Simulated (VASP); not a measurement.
# Al (P6_3/mmc) in VASP: notebook

Al is run at these levels: PBEsol; tasks: single point.

All numbers are computed with VASP 6.6.1; they aren't measurements. Logs are shortened: lines on timing, memory, paths and dates and some standing lists are left out, and cuts for length are marked.

### 1 The cell of the first run

Symmetry: P6_3/mmc, No. 194, hexagonal system. The conventional cell has a = 2.969 Å, b = 2.969 Å, c = 4.935 Å, α = 90.00°, β = 90.00°, γ = 120.00°. Within 3.9 Å of Al (site symmetry -6m2) lie 12 Al at 2.97 to 3.00 Å.

This isn't the form of Al at room conditions, which is fcc.

### 2 Single point, PBEsol

Input file INCAR:

```
ALGO = Fast ; EDIFF = 1E-6
ENCUT = 520 ; GGA = PS
ISIF = 2 ; ISMEAR = 0
LASPH = T ; LCHARG = F
LREAL = F ; LWAVE = F
NBANDS = 10 ; NELM = 100
PREC = Accurate ; SIGMA = 0.15
```

Input file KPOINTS:

```
k-points
0
Gamma
  18 18 10
```

Input file POSCAR:

```
Al
1.0
    2.9694000000      0.0000000000      0.0000000000
   -1.4847000000      2.5715758340      0.0000000000
    0.0000000000      0.0000000000      4.9351000000
Al
2
Direct
    0.6666666667      0.3333333333      0.7500000000
    0.3333333333      0.6666666667      0.2500000000
```

Potentials or basis: VASP PAW PBE potentials, release 64 (Al).

The run is started by

```sh
cat potpaw_PBE.64/Al/POTCAR > POTCAR
mpirun -np 1 vasp_std > vasp.out
```

OUTCAR:

```text
EDIFF = 1E-6
   ENCUT = 520
   GGA = PS
   ISIF = 2
   ISMEAR = 0
   LASPH = T
   LREAL = F
   NELM = 100
   PREC = Accurate

 ion  position               nearest neighbor table
   1  0.667  0.333  0.750-   2 3.00   2 3.00   2 3.00   2 3.00   2 3.00   2 3.00
   2  0.333  0.667  0.250-   1 3.00   1 3.00   1 3.00   1 3.00   1 3.00   1 3.00

  LATTYP: Found a hexagonal cell.
 ALAT       =     2.9694000000
 C/A-ratio  =     1.6619855863

  Lattice vectors:

 A1 = (   2.9694000000,   0.0000000000,   0.0000000000)
 A2 = (  -1.4847000000,   2.5715758340,   0.0000000000)
 A3 = (   0.0000000000,   0.0000000000,   4.9351000000)

Analysis of symmetry for initial positions (statically):
=====================================================================
 Subroutine PRICEL returns:
 Original cell was already a primitive cell.

 Routine SETGRP: Setting up the symmetry group for a
 hexagonal supercell.

 Subroutine GETGRP returns: Found 24 space group operations
 (whereof 12 operations were pure point group operations)
 out of a pool of 24 trial point group operations.

The static configuration has the point symmetry D_3d.
 The point group associated with its full space group is D_6h.

Analysis of symmetry for dynamics (positions and initial velocities):
=====================================================================
 Subroutine PRICEL returns:
 Original cell was already a primitive cell.

 Routine SETGRP: Setting up the symmetry group for a
 hexagonal supercell.

 Subroutine GETGRP returns: Found 24 space group operations
 (whereof 12 operations were pure point group operations)
 out of a pool of 24 trial point group operations.

The dynamic configuration has the point symmetry D_3d.
 The point group associated with its full space group is D_6h.

 Subroutine INISYM returns: Found 24 space group operations
 (whereof 12 operations are pure point group operations),
 and found     1 'primitive' translations

----------------------------------------------------------------------------------------

                                     Primitive cell

  volume of cell :      37.6846

  direct lattice vectors                    reciprocal lattice vectors
     2.969400000  0.000000000  0.000000000     0.336768371  0.194433309  0.000000000
    -1.484700000  2.571575834  0.000000000     0.000000000  0.388866619  0.000000000
     0.000000000  0.000000000  4.935100000     0.000000000  0.000000000  0.202630139

  length of vectors
     2.969400000  2.969400000  4.935100000     0.388866619  0.388866619  0.202630139

  position of ions in fractional coordinates (direct lattice)
     0.666666667  0.333333333  0.750000000
     0.333333333  0.666666667  0.250000000

  ion indices of the primitive-cell ions
   primitive index   ion index
                 1           1
                 2           2

----------------------------------------------------------------------------------------

 KPOINTS: k-points

Automatic generation of k-mesh.
 Grid dimensions read from file:
 generate k-points for:   18   18   10

 Generating k-lattice:

  Cartesian coordinates                     Fractional coordinates (reciprocal lattice)
     0.018709354  0.010801851  0.000000000     0.055555556  0.000000000  0.000000000
     0.000000000  0.021603701  0.000000000     0.000000000  0.055555556  0.000000000
     0.000000000  0.000000000  0.020263014     0.000000000  0.000000000  0.100000000

  Length of vectors
     0.021603701  0.021603701  0.020263014

  Shift w.r.t. Gamma in fractional coordinates (k-lattice)
     0.000000000  0.000000000  0.000000000

 Subroutine IBZKPT returns following result:
 ===========================================

 Found    222 irreducible k-points:

 Following reciprocal coordinates:
            Coordinates               Weight
  0.000000  0.000000  0.000000      1.000000
  0.055556 -0.000000  0.000000      6.000000
  0.111111 -0.000000  0.000000      6.000000
  0.166667 -0.000000  0.000000      6.000000
  0.222222 -0.000000  0.000000      6.000000
  0.277778 -0.000000  0.000000      6.000000
[... 16 lines left out ...]
  0.333333  0.111111  0.000000     12.000000
  0.388889  0.111111  0.000000     12.000000
 [... further k-points ...]
   k-points           NKPTS =    222   k-points in BZ     NKDIM =    222   number of bands    NBANDS=     10
   number of dos      NEDOS =    301   number of ions     NIONS =      2
   total plane-waves  NPLWV =  23040
   dimension x,y,z NGX =    24 NGY =   24 NGZ =   40
   dimension x,y,z NGXF=    48 NGYF=   48 NGZF=   80
   ions per type =               2
   NGX,Y,Z   is equivalent  to a cutoff of  13.44, 13.44, 13.47 a.u.
   NGXF,Y,Z  is equivalent  to a cutoff of  26.87, 26.87, 26.95 a.u.
 SYSTEM =  unknown system
   PREC   = accura    normal or accurate (medium, high low for compatibility)
   ISTART =      0    job   : 0-new  1-cont  2-samecut
   ICHARG =      2    charge: 1-file 2-atom 10-const
   ISPIN  =      1    spin polarized calculation?
   LNONCOLLINEAR =      F non collinear calculations
   LSORBIT =      F    spin-orbit coupling
   LASPH  =      T    aspherical Exc in radial PAW
   ENCUT  =  520.0 eV  38.22 Ry    6.18 a.u.   5.52  5.52  9.18*2*pi/ulx,y,z
   NELM   =    100;   NELMIN=  2; NELMDL= -5     # of ELM steps
   EDIFF  = 0.1E-05   stopping-criterion for ELM
   LREAL  =      F    real-space projection
   EDIFFG = 0.1E-04   stopping-criterion for IOM
   NSW    =      0    number of steps for IOM
   IBRION =     -1    ionic relax: 0-MD 1-quasi-New 2-CG
   NFREE  =      0    steps in history (QN), initial steepest desc. (CG)
   ISIF   =      2    stress and relaxation
   ISYM   =      2    0-nonsym 1-usesym 2-fastsym
   POTIM  = 0.5000    time-step for ionic-motion
   TEBEG  =    0.0;   TEEND  =   0.0 temperature during run
   PSTRESS=    0.0 pullay stress
   NELECT =       6.0000    total number of electrons
   NUPDOWN=      -1.0000    fix difference up-down
   EMIN   =  10.00;   EMAX   =-10.00  energy-range for DOS
   EFERMI =   0.00;   METHOD = LEGACY
   ISMEAR =     0;   SIGMA  =   0.15  broadening in eV -4-tet -1-fermi 0-gaus
   EFERMI_NEDOS =   21; number of points for ismear=-14 and -15
   IALGO  =     68    algorithm
   IMIX   =      4    mixing-type and parameters
     AMIX     =   0.40;   BMIX     =  1.00
     AMIX_MAG =   1.60;   BMIX_MAG =  1.00
  volume/ion in A,a.u.               =      18.84       127.15
  Fermi-wavevector in a.u.,A,eV,Ry     =   0.887300  1.676754 10.711889  0.787302
  Thomas-Fermi vector in A             =   2.008580
   LORBIT       =      0    0 simple, 1 ext, 2 COOP (PROOUT), +10 PAW based schemes
   GGA     = PS    functional components
   LHFCALC =     F    Hartree Fock is set to
   AEXX    =    0.0000 exact exchange contribution
   IVDW    =     0    specifies the selected vdW correction
   LEPSILON=     F    determine dielectric tensor
   LRPA    =     F    only Hartree local field effects (RPA)
 non-spin polarized calculation
 RMM-DIIS sequential band-by-band and
 Gauss-broadening in eV      SIGMA  =   0.15
  energy-cutoff  :      520.00
  volume of cell :       37.68
 maximum number of plane-waves:      1050
 NGX is ok and might be reduce to    24
   NGX = 11   NGY = 11   NGZ = 19

 number of electron       6.0000000 magnetization

 Free energy of the ion-electron system (eV)
  ---------------------------------------------------
  ext. energy  EPLUGINS =         0.00000000
  ---------------------------------------------------
  free energy    TOTEN  =        -7.97330318 eV

  energy without entropy =       -7.96137293  energy(sigma->0) =       -7.96733805

 E-fermi :   6.6131     XC(G=0):  -9.7838

 val. band max:        6.6114598022   @ k =   0.3333   0.2222   0.3000
 cond. band min:       6.6169187858   @ k =   0.3889  -0.0000   0.4000
 fundamental gap:      0.0054589836
 Fermi energy:         6.6130825707

 k-point     1 :       0.0000    0.0000    0.0000
  band No.  band energies     occupation
      1      -3.6122      2.00000
      2       2.2252      2.00000
      3       2.4803      2.00000
      4      16.3782      0.00000
      5      16.3782      0.00000
      6      17.0591      0.00000
      7      17.0591      0.00000
      8      17.8579      0.00000
      9      18.7971      0.00000
     10      19.5794      0.00000

 k-point     2 :       0.0556   -0.0000    0.0000
  band No.  band energies     occupation
      1      -3.5431      2.00000
      2       2.2935      2.00000
      3       2.5450      2.00000
      4      15.0677      0.00000
      5      15.6407      0.00000
      6      16.8287      0.00000
      7      17.9136      0.00000
      8      18.4542      0.00000
      9      18.7581      0.00000
     10      19.7783      0.00000

 k-point     3 :       0.1111   -0.0000    0.0000
  band No.  band energies     occupation
      1      -3.3362      2.00000
      2       2.4979      2.00000
      3       2.7390      2.00000
      4      13.1742      0.00000
      5      14.7611      0.00000
      6      16.1681      0.00000
      7      18.0289      0.00000
      8      18.2805      0.00000
      9      19.0648      0.00000
     10      19.2190      0.00000

 k-point     4 :       0.1667   -0.0000    0.0000
  band No.  band energies     occupation
      1      -2.9919      2.00000
      2       2.8369      2.00000
      3       3.0621      2.00000
      4      11.2755      0.00000
      5      13.9860      0.00000
      6      15.4187      0.00000
      7      16.4800      0.00000
      8      16.8141      0.00000
      9      18.6467      0.00000
     10      19.5836      0.00000
[... 222 lines left out ...]
 k-point    22 :       0.2778    0.1111    0.0000
  band No.  band energies     occupation
      1      -0.9426      2.00000
      2       4.7874      2.00000
      3       4.9937      2.00000
      4       6.3457      1.98828
      5       9.7279      0.00000
      6      11.9036      0.00000
      7      12.0039      0.00000
      8      15.1227      0.00000
      9      15.7396      0.00000
     10      16.7319      0.00000

 k-point    23 :       0.3333    0.1111    0.0000
  band No.  band energies     occupation
      1      -0.0639      2.00000
      2       4.6576      2.00000
      3       5.8206      2.00000
      4       5.8231      2.00000
      5       9.3510      0.00000
      6      10.5523      0.00000
      7      10.5656      0.00000
      8      14.8354      0.00000
      9      15.3903      0.00000
     10      16.4436      0.00000

 k-point    24 :       0.3889    0.1111    0.0000
  band No.  band energies     occupation
      1       0.9403      2.00000
      2       3.3473      2.00000
      3       6.7121      0.35037
      4       6.7445      0.21519
      5       8.8121      0.00000
      6       9.2692      0.00000
      7       9.6038      0.00000
      8      14.6622      0.00000
      9      15.1838      0.00000
     10      16.2679      0.00000

 [... further k-points ...]

------------------------ aborting loop because EDIFF is reached ----------------------------------------

  FORCE on cell =-STRESS in cart. coord.  units (eV):
  Direction    XX          YY          ZZ          XY          YZ          ZX
  --------------------------------------------------------------------------------------
  -------------------------------------------------------------------------------------
  Total       -1.9126471     -1.9126471     -1.9160783      0.0000000     -0.0000000      0.0000000
  in kB      -81.3170161    -81.3170161    -81.4628949      0.0000000     -0.0000000      0.0000000
  external PRESSURE =     -81.3656424 kB  Pullay stress =       0.0000000 kB

 VOLUME and BASIS-vectors are now :
 -----------------------------------------------------------------------------
  energy-cutoff  :      520.00
  volume of cell :       37.68
      direct lattice vectors                 reciprocal lattice vectors
     2.969400000  0.000000000  0.000000000     0.336768371  0.194433309  0.000000000
    -1.484700000  2.571575834  0.000000000     0.000000000  0.388866619  0.000000000
     0.000000000  0.000000000  4.935100000     0.000000000  0.000000000  0.202630139

 POSITION                                       TOTAL-FORCE (eV/Angst)
 -----------------------------------------------------------------------------------
      1.48470      0.85719      3.70133         0.000000     -0.000000      0.000000
     -0.00000      1.71438      1.23378        -0.000000      0.000000      0.000000
 -----------------------------------------------------------------------------------
    total drift:                                0.000000      0.000000     -0.000000

  FREE ENERGIE OF THE ION-ELECTRON SYSTEM (eV)
  ---------------------------------------------------
  free  energy   TOTEN  =        -7.9733031758 eV

  energy  without entropy=       -7.9613729276  energy(sigma->0) =       -7.96733805
```

It took 19 s on 1 thread of Intel Xeon 6975P-C (Granite Rapids), shared host; peak memory 0.19 GiB.

Results:

```yaml
Free_energy: -7.9733 eV
Pressure: -8.1 GPa
Band_gap_on_the_k_mesh: zero (bands 3 and 4 overlap by 6.78 eV)
```

Caveat: the cell stands under tension; the PAW data sets were made with another functional, which shifts forces and pressure a little.

### 3 Single point, PBEsol

This run uses another cell than the first one, of 19.13 Å³/atom.

Input file INCAR:

```
PREC = Accurate ; ENCUT = 520
EDIFF = 1E-6 ; ISMEAR = 0
SIGMA = 0.15 ; LREAL = False
LASPH = True ; NELM = 80
ALGO = Fast ; ISIF = 2
LWAVE = False ; LCHARG = True
GGA = PS ; LELF = True
LVHAR = True ; NBANDS = 10
```

Input file KPOINTS:

```
Automatic mesh
0
Gamma
  18 18 10
```

POSCAR: that of step 2 with these lines changed.

```diff
@@ -4,3 +4,3 @@
    -1.4847000000      2.5715758340      0.0000000000
-    0.0000000000      0.0000000000      4.9351000000
+    0.0000000000      0.0000000000      5.0094000000
 Al
```

Potentials or basis: VASP PAW PBE potentials, release 64 (Al).

The run is started by

```sh
cat potpaw_PBE.64/Al/POTCAR > POTCAR
mpirun -np 1 vasp_std > vasp.out
```

Run time: 20 s. Hardware: 1 thread of Intel Xeon 6975P-C (Granite Rapids), shared host; peak memory 0.19 GiB.

It converged, with:

| Property | Result |
| --- | --- |
| Free energy | -7.9438 eV |
| Pressure | -8.7 GPa |
| Band gap on the k mesh | zero (bands 3 and 4 overlap by 6.56 eV) |

Stress tensor (GPa, compression positive):
```
-8.71  0.00  0.00
 0.00 -8.71  0.00
 0.00  0.00 -8.53
```

Levels at points of the mesh, in eV from the Fermi level:
```
           k point  band 1  band 2  band 3  band 4  band 5  band 6  band 7  band 8
(0.00, 0.00, 0.00)  -10.12   -4.53   -4.13    9.88    9.88   10.54   10.54   10.97
(0.50, 0.00, 0.00)   -4.78   -4.47    0.65    0.66    1.14    1.65    5.32    6.80
(0.00, 0.00, 0.50)   -8.66   -8.66    2.63    2.63   11.10   11.10   11.10   11.10
(0.50, 0.00, 0.50)   -3.43   -3.43   -2.96   -2.96    6.60    6.60    7.16    7.16
```

Caveat: the cell stands under tension; the PAW data sets were made with another functional, which shifts forces and pressure a little.
